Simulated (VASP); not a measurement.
Runs of VASP 6.6.1 on PtS2. The structure is that of space group P4_2/mnm (No. 136), or close to it. The cells are those of the table. 

```tsv
task	level	potentials or basis	cell	k mesh	cutoff (eV)	gap on the mesh (eV)	pressure (GPa)	relaxed volume (Å³/atom)	largest force (eV/Å)
relaxation of cell and atoms	PBE	VASP PAW PBE potentials, release 64 (Pt, S)	relaxed from a = 5.941, b = 5.941, c = 3.921 Å, 6 atoms	4 × 4 × 6	600	none	0.0	18.91	-
relaxation of cell and atoms	LDA	VASP PAW LDA potentials, release 64 (Pt, S)	relaxed from a = 5.458, b = 5.458, c = 3.816 Å, 6 atoms	4 × 4 × 6	600	none	0.0	(a)	-
single point	r2SCAN	VASP PAW PBE potentials, release 64 (Pt, S)	a = 5.423, b = 5.423, c = 3.788 Å, 6 atoms	6 × 6 × 6	520	none	-0.1	-	(b)
single point	PBEsol	VASP PAW PBE potentials, release 64 (Pt, S)	a = 5.370, b = 5.370, c = 3.786 Å, 6 atoms	4 × 4 × 6	520	none	-0.2	-	0.01
single point	r2SCAN	VASP PAW PBE potentials, release 64 (Pt, S)	a = 5.423, b = 5.423, c = 3.788 Å, 6 atoms	4 × 4 × 6	520	none	0.0	-	-
```

Alike in all rows: no spin polarisation; smearing fermi-dirac 0.02 eV.

Q: Estimate the missing entries.

A: (a) 17.87; (b) 0.07.

Caveats: spin-orbit coupling is left out, which moves the levels of the heavy elements; the PAW data sets were made with another functional, which shifts forces and pressure a little (some runs); the volume moved by over 15 % at a fixed basis, so the end points are rough (some runs).

A k mesh can miss the band edges, and the runs leave out spin-orbit coupling on Pt.

A gap of «none» marks levels without a gap at the run's occupations.
